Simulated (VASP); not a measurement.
Here is a VASP 6.6.1 calculation.

The input INCAR:

```
SYSTEM = BaTiO3
PREC = Accurate
ENCUT = 520
EDIFF = 1E-6
ISMEAR = 0
SIGMA = 0.01
LREAL = .FALSE.
LASPH = .TRUE.
NELM = 150
ALGO = Normal
ISIF = 2
LWAVE = .FALSE.
LCHARG = .TRUE.
LMAXMIX = 4
LDAU = .TRUE.
LDAUTYPE = 2
LDAUL = -1 2 -1
LDAUU = 0 1.5 0
LDAUJ = 0 0 0
LDAUPRINT = 1
GGA = PE
LELF = .TRUE.
LVHAR = .TRUE.
NBANDS = 28
```

The input KPOINTS:

```
Automatic mesh
0
G
  6 6 6
  0 0 0
```

Contents of POSCAR:

```
BaTiO3
1.0
    3.9998000000      0.0000000000      0.0000000000
    0.0000000000      3.9998000000      0.0000000000
    0.0000000000      0.0000000000      4.0180000000
Ba Ti O
1 1 3
Direct
    0.0000000000      0.0000000000      0.0000000000
    0.5000000000      0.5000000000      0.4900000000
    0.5000000000      0.5000000000      0.0190000000
    0.5000000000      0.0000000000      0.5170000000
    0.0000000000      0.5000000000      0.5170000000
```

Potentials or basis: VASP PAW PBE potentials, release 64 (Ba_sv, Ti_sv, O).

Command:

```bash
$ cat potpaw_PBE.64/Ba_sv/POTCAR potpaw_PBE.64/Ti_sv/POTCAR potpaw_PBE.64/O/POTCAR > POTCAR
$ mpirun -np 1 vasp_std > vasp.out
```

Task: Estimate the largest force.

Result: 0.123 eV/Å.

Task: Estimate the pressure.

Result: 5.4 GPa.

Task: Estimate the band gap on the k mesh.

Result: 1.94 eV, indirect (least direct gap 2.24 eV).

Stress tensor (GPa, compression positive):
```
5.05 0.00 0.00
0.00 5.05 0.00
0.00 0.00 6.11
```

Caveat: spin-orbit coupling is left out, which moves the levels of the heavy elements. A k mesh can miss the band edges.
